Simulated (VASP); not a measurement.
# Cr3Fe (Fm-3m) in VASP: single point with r2SCAN

Aim: the single point of Cr3Fe with r2SCAN.

All numbers are computed with VASP 6.6.1; they aren't measurements. Logs are shortened: lines on timing, memory, paths and dates and some standing lists are left out, and cuts for length are marked.

## Step 1: The cell of the first run

The structure is cubic, space group Fm-3m (No. 225). Conventional cell: a = 5.706 Å, b = 5.706 Å, c = 5.706 Å, α = 90.00°, β = 90.00°, γ = 90.00°. Cr (site symmetry -43m) has 10 Cr at 2.47 to 2.85 Å and 4 Fe at 2.47 Å within 3.3 Å. Within 3.3 Å of Cr (site symmetry m-3m) lie 8 Cr at 2.47 Å and 6 Fe at 2.85 Å. Fe (site symmetry m-3m) has 14 Cr at 2.47 to 2.85 Å within 3.3 Å.

## Step 2: Single point, r2SCAN

The input, POSCAR:

```
Cr3Fe
1.0
    0.0000000000      2.8527560000      2.8527560000
    2.8527560000      0.0000000000      2.8527560000
    2.8527560000      2.8527560000      0.0000000000
Cr Fe
3 1
Direct
    0.7500000000      0.7500000000      0.7500000000
    0.2500000000      0.2500000000      0.2500000000
    0.5000000000      0.5000000000      0.5000000000
    0.0000000000      0.0000000000      0.0000000000
```

The input, INCAR.step1:

```
SYSTEM = Cr3Fe
PREC = Accurate ; ENCUT = 520
ISMEAR = 0 ; SIGMA = 0.1
LREAL = .False. ; LASPH = .True.
NELM = 80 ; NBANDS = 30
GGA = PE ; ALGO = Normal
EDIFF = 1E-4 ; LWAVE = .True.
LCHARG = .False.
```

The input, INCAR.step2:

```
SYSTEM = Cr3Fe
PREC = Accurate ; ENCUT = 520
EDIFF = 1E-6 ; ISMEAR = 0
SIGMA = 0.1 ; LREAL = .False.
LASPH = .True. ; NELM = 80
ALGO = Normal ; ISIF = 2
LWAVE = .False. ; LCHARG = .False.
METAGGA = R2SCAN ; LMIXTAU = .True.
NBANDS = 30 ; ISTART = 1
```

The input, KPOINTS:

```
Automatic mesh
0
Gamma
  12 12 12
  0 0 0
```

Potentials or basis: VASP PAW PBE potentials, release 64 (Cr_pv, Fe).

Run with:

```console
cat potpaw_PBE.64/Cr_pv/POTCAR potpaw_PBE.64/Fe/POTCAR > POTCAR
cp INCAR.step1 INCAR
mpirun -np 1 vasp_std > vasp.out
cp INCAR.step2 INCAR
mpirun -np 1 vasp_std > vasp.out
```

OUTCAR:

```text
SYSTEM = Cr3Fe
   PREC = Accurate
   ENCUT = 520
   EDIFF = 1E-6
   ISMEAR = 0
   LREAL = .False.
   LASPH = .True.
   NELM = 80
   ISIF = 2
   METAGGA = R2SCAN
   ISTART = 1

 ion  position               nearest neighbor table
   1  0.750  0.750  0.750-   3 2.47   3 2.47   3 2.47   3 2.47   4 2.47   4 2.47   4 2.47   4 2.47
                             2 2.85   2 2.85   2 2.85   2 2.85   2 2.85   2 2.85
   2  0.250  0.250  0.250-   4 2.47   4 2.47   4 2.47   3 2.47   4 2.47   3 2.47   3 2.47   3 2.47
                             1 2.85   1 2.85   1 2.85   1 2.85   1 2.85   1 2.85
   3  0.500  0.500  0.500-   2 2.47   2 2.47   2 2.47   1 2.47   2 2.47   1 2.47   1 2.47   1 2.47
                             4 2.85   4 2.85   4 2.85   4 2.85   4 2.85   4 2.85
   4  0.000  0.000  0.000-   1 2.47   1 2.47   1 2.47   1 2.47   2 2.47   2 2.47   2 2.47   2 2.47
                             3 2.85   3 2.85   3 2.85   3 2.85   3 2.85   3 2.85

  LATTYP: Found a face centered cubic cell.
 ALAT       =     5.7055120000

  Lattice vectors:

 A1 = (   0.0000000000,   2.8527560000,   2.8527560000)
 A2 = (   2.8527560000,   0.0000000000,   2.8527560000)
 A3 = (   2.8527560000,   2.8527560000,   0.0000000000)

Analysis of symmetry for initial positions (statically):
=====================================================================
 Subroutine PRICEL returns:
 Original cell was already a primitive cell.

 Routine SETGRP: Setting up the symmetry group for a
 face centered cubic supercell.

 Subroutine GETGRP returns: Found 48 space group operations
 (whereof 48 operations were pure point group operations)
 out of a pool of 48 trial point group operations.

The static configuration has the point symmetry O_h .

Analysis of symmetry for dynamics (positions and initial velocities):
=====================================================================
 Subroutine PRICEL returns:
 Original cell was already a primitive cell.

 Routine SETGRP: Setting up the symmetry group for a
 face centered cubic supercell.

 Subroutine GETGRP returns: Found 48 space group operations
 (whereof 48 operations were pure point group operations)
 out of a pool of 48 trial point group operations.

The dynamic configuration has the point symmetry O_h .

 Subroutine INISYM returns: Found 48 space group operations
 (whereof 48 operations are pure point group operations),
 and found     1 'primitive' translations

----------------------------------------------------------------------------------------

                                     Primitive cell

  volume of cell :      46.4327

  direct lattice vectors                    reciprocal lattice vectors
     0.000000000  2.852756000  2.852756000    -0.175269108  0.175269108  0.175269108
     2.852756000  0.000000000  2.852756000     0.175269108 -0.175269108  0.175269108
     2.852756000  2.852756000  0.000000000     0.175269108  0.175269108 -0.175269108

  length of vectors
     4.034406225  4.034406225  4.034406225     0.303575000  0.303575000  0.303575000

  position of ions in fractional coordinates (direct lattice)
     0.750000000  0.750000000  0.750000000
     0.250000000  0.250000000  0.250000000
     0.500000000  0.500000000  0.500000000
     0.000000000  0.000000000  0.000000000

  ion indices of the primitive-cell ions
   primitive index   ion index
                 1           1
                 2           2
                 3           3
                 4           4

----------------------------------------------------------------------------------------

 KPOINTS: Automatic mesh

Automatic generation of k-mesh.
 Grid dimensions read from file:
 generate k-points for:   12   12   12

 Generating k-lattice:

  Cartesian coordinates                     Fractional coordinates (reciprocal lattice)
    -0.014605759  0.014605759  0.014605759     0.083333333  0.000000000  0.000000000
     0.014605759 -0.014605759  0.014605759     0.000000000  0.083333333  0.000000000
     0.014605759  0.014605759 -0.014605759     0.000000000  0.000000000  0.083333333

  Length of vectors
     0.025297917  0.025297917  0.025297917

  Shift w.r.t. Gamma in fractional coordinates (k-lattice)
     0.000000000  0.000000000  0.000000000

 Subroutine IBZKPT returns following result:
 ===========================================

 Found     72 irreducible k-points:

 Following reciprocal coordinates:
            Coordinates               Weight
  0.000000  0.000000  0.000000      1.000000
  0.083333  0.000000  0.000000      8.000000
  0.166667  0.000000  0.000000      8.000000
  0.250000  0.000000  0.000000      8.000000
  0.333333  0.000000  0.000000      8.000000
  0.416667  0.000000  0.000000      8.000000
[... 16 lines left out ...]
  0.500000  0.166667  0.000000     24.000000
 -0.416667  0.166667  0.000000     24.000000
 [... further k-points ...]
   k-points           NKPTS =     72   k-points in BZ     NKDIM =     72   number of bands    NBANDS=     30
   number of dos      NEDOS =    301   number of ions     NIONS =      4
   total plane-waves  NPLWV =  27000
   dimension x,y,z NGX =    30 NGY =   30 NGZ =   30
   dimension x,y,z NGXF=    60 NGYF=   60 NGZF=   60
   ions per type =               3   1
   NGX,Y,Z   is equivalent  to a cutoff of  12.36, 12.36, 12.36 a.u.
   NGXF,Y,Z  is equivalent  to a cutoff of  24.72, 24.72, 24.72 a.u.
 SYSTEM =  Cr3Fe
   PREC   = accura    normal or accurate (medium, high low for compatibility)
   ISTART =      1    job   : 0-new  1-cont  2-samecut
   ICHARG =      0    charge: 1-file 2-atom 10-const
   ISPIN  =      1    spin polarized calculation?
   LNONCOLLINEAR =      F non collinear calculations
   LSORBIT =      F    spin-orbit coupling
   LASPH  =      T    aspherical Exc in radial PAW
   ENCUT  =  520.0 eV  38.22 Ry    6.18 a.u.   7.50  7.50  7.50*2*pi/ulx,y,z
   NELM   =     80;   NELMIN=  2; NELMDL=  0     # of ELM steps
   EDIFF  = 0.1E-05   stopping-criterion for ELM
   LREAL  =      F    real-space projection
   EDIFFG = 0.1E-04   stopping-criterion for IOM
   NSW    =      0    number of steps for IOM
   IBRION =     -1    ionic relax: 0-MD 1-quasi-New 2-CG
   NFREE  =      0    steps in history (QN), initial steepest desc. (CG)
   ISIF   =      2    stress and relaxation
   ISYM   =      2    0-nonsym 1-usesym 2-fastsym
   POTIM  = 0.5000    time-step for ionic-motion
   TEBEG  =    0.0;   TEEND  =   0.0 temperature during run
   PSTRESS=    0.0 pullay stress
   NELECT =      44.0000    total number of electrons
   NUPDOWN=      -1.0000    fix difference up-down
   EMIN   =  10.00;   EMAX   =-10.00  energy-range for DOS
   EFERMI =   0.00;   METHOD = LEGACY
   ISMEAR =     0;   SIGMA  =   0.10  broadening in eV -4-tet -1-fermi 0-gaus
   EFERMI_NEDOS =   21; number of points for ismear=-14 and -15
   IALGO  =     38    algorithm
   IMIX   =      4    mixing-type and parameters
     AMIX     =   0.40;   BMIX     =  1.00
     AMIX_MAG =   1.60;   BMIX_MAG =  1.00
  volume/ion in A,a.u.               =      11.61        78.34
  Fermi-wavevector in a.u.,A,eV,Ry     =   1.607994  3.038668 35.179833  2.585645
  Thomas-Fermi vector in A             =   2.703934
   LORBIT       =      0    0 simple, 1 ext, 2 COOP (PROOUT), +10 PAW based schemes
   METAGGA = R2SCAN    functional components
   LHFCALC =     F    Hartree Fock is set to
   AEXX    =    0.0000 exact exchange contribution
   IVDW    =     0    specifies the selected vdW correction
   LEPSILON=     F    determine dielectric tensor
   LRPA    =     F    only Hartree local field effects (RPA)
 non-spin polarized calculation
 Gauss-broadening in eV      SIGMA  =   0.10
  energy-cutoff  :      520.00
  volume of cell :       46.43
 maximum number of plane-waves:      1283
 NGX is ok and might be reduce to    30
   NGX = 15   NGY = 15   NGZ = 15

 number of electron      44.0000040 magnetization

 Free energy of the ion-electron system (eV)
  ---------------------------------------------------
  ext. energy  EPLUGINS =         0.00000000
  ---------------------------------------------------
  free energy    TOTEN  =       -57.53071168 eV

  energy without entropy =      -57.49425069  energy(sigma->0) =      -57.51248118

 E-fermi :   9.6978     XC(G=0): -14.7674

 val. band max:        9.6960474772   @ k =  -0.4167   0.2500   0.0000
 cond. band min:       9.7054667283   @ k =   0.5000   0.2500   0.0000
 fundamental gap:      0.0094192511
 Fermi energy:         9.6977877878

 k-point     1 :       0.0000    0.0000    0.0000
  band No.  band energies     occupation
      1     -35.3620      2.00000
      2     -35.3620      2.00000
      3     -35.3620      2.00000
      4     -35.3415      2.00000
      5     -35.3415      2.00000
      6     -35.3415      2.00000
[... 22 lines left out ...]
     29      11.5703      0.00000
     30      11.5703      0.00000

 k-point     2 :       0.0833    0.0000    0.0000
  band No.  band energies     occupation
      1     -35.3959      2.00000
      2     -35.3795      2.00000
      3     -35.3795      2.00000
      4     -35.3258      2.00000
      5     -35.3258      2.00000
      6     -35.3021      2.00000
[... 22 lines left out ...]
     29      11.5490      0.00000
     30      11.5490      0.00000

 k-point     3 :       0.1667    0.0000    0.0000
  band No.  band energies     occupation
      1     -35.4246      2.00000
      2     -35.4037      2.00000
      3     -35.4037      2.00000
      4     -35.3064      2.00000
      5     -35.3064      2.00000
      6     -35.2604      2.00000
[... 22 lines left out ...]
     29      11.4897      0.00000
     30      11.4897      0.00000

 k-point     4 :       0.2500    0.0000    0.0000
  band No.  band energies     occupation
      1     -35.4363      2.00000
      2     -35.4257      2.00000
      3     -35.4257      2.00000
      4     -35.2910      2.00000
      5     -35.2910      2.00000
      6     -35.2382      2.00000
[... 616 lines left out ...]
     29      11.2312      0.00000
     30      11.3953      0.00000

 k-point    23 :       0.5000    0.1667    0.0000
  band No.  band energies     occupation
      1     -35.4909      2.00000
      2     -35.4756      2.00000
      3     -35.4093      2.00000
      4     -35.2849      2.00000
      5     -35.2444      2.00000
      6     -35.2322      2.00000
[... 22 lines left out ...]
     29      11.2902      0.00000
     30      11.3566      0.00000

 k-point    24 :      -0.4167    0.1667    0.0000
  band No.  band energies     occupation
      1     -35.4798      2.00000
      2     -35.4767      2.00000
      3     -35.4131      2.00000
      4     -35.2966      2.00000
      5     -35.2536      2.00000
      6     -35.2225      2.00000
[... 22 lines left out ...]
     29      11.2419      0.00000
     30      11.5302      0.00000

 [... further k-points ...]
[... 5 lines left out ...]
  --------------------------------------------------------------------------------------
  -------------------------------------------------------------------------------------
  Total       -3.5997620     -3.5997620     -3.5997620     -0.0000000      0.0000000      0.0000000
  in kB     -124.2111249   -124.2111249   -124.2111249     -0.0000000      0.0000000      0.0000000
  external PRESSURE =    -124.2111249 kB  Pullay stress =       0.0000000 kB

 VOLUME and BASIS-vectors are now :
 -----------------------------------------------------------------------------
  energy-cutoff  :      520.00
  volume of cell :       46.43
      direct lattice vectors                 reciprocal lattice vectors
     0.000000000  2.852756000  2.852756000    -0.175269108  0.175269108  0.175269108
     2.852756000  0.000000000  2.852756000     0.175269108 -0.175269108  0.175269108
     2.852756000  2.852756000  0.000000000     0.175269108  0.175269108 -0.175269108

 POSITION                                       TOTAL-FORCE (eV/Angst)
 -----------------------------------------------------------------------------------
      4.27913      4.27913      4.27913        -0.000000      0.000000     -0.000000
      1.42638      1.42638      1.42638         0.000000     -0.000000      0.000000
      2.85276      2.85276      2.85276        -0.000000      0.000000      0.000000
      0.00000      0.00000      0.00000        -0.000000      0.000000      0.000000
 -----------------------------------------------------------------------------------
    total drift:                                0.000000     -0.000000      0.000000

  FREE ENERGIE OF THE ION-ELECTRON SYSTEM (eV)
  ---------------------------------------------------
  free  energy   TOTEN  =       -57.5307116774 eV

  energy  without entropy=      -57.4942506885  energy(sigma->0) =      -57.51248118
```

Run time: 6.6 min. Hardware: 1 thread of AMD EPYC 7R13 (Zen 3), shared host; peak memory 0.2 GiB.

What came out:

- Free energy: -57.5307 eV
- Pressure: -12.4 GPa
- Band gap on the k mesh: zero (bands 22 and 23 overlap by 0.64 eV)

Levels at points of the mesh, in eV from the Fermi level:
```csv
k point,band 18,band 19,band 20,band 21,band 22,band 23,band 24,band 25,band 26,band 27
"(0.00, 0.00, 0.00)",-2.76,-1.33,-1.33,-1.33,0.23,0.23,1.54,1.54,1.58,1.58
"(0.50, 0.00, 0.00)",-2.66,-2.26,-2.25,-2.25,0.35,0.35,0.72,0.72,1.21,1.28
"(0.50, 0.50, 0.00)",-1.12,-1.12,-0.64,-0.64,-0.36,0.35,0.52,0.60,0.60,0.96
```

Caveat: the cell stands under tension; the PAW data sets were made with another functional, which shifts forces and pressure a little; the run has no spin polarisation, though such a crystal can be magnetic.
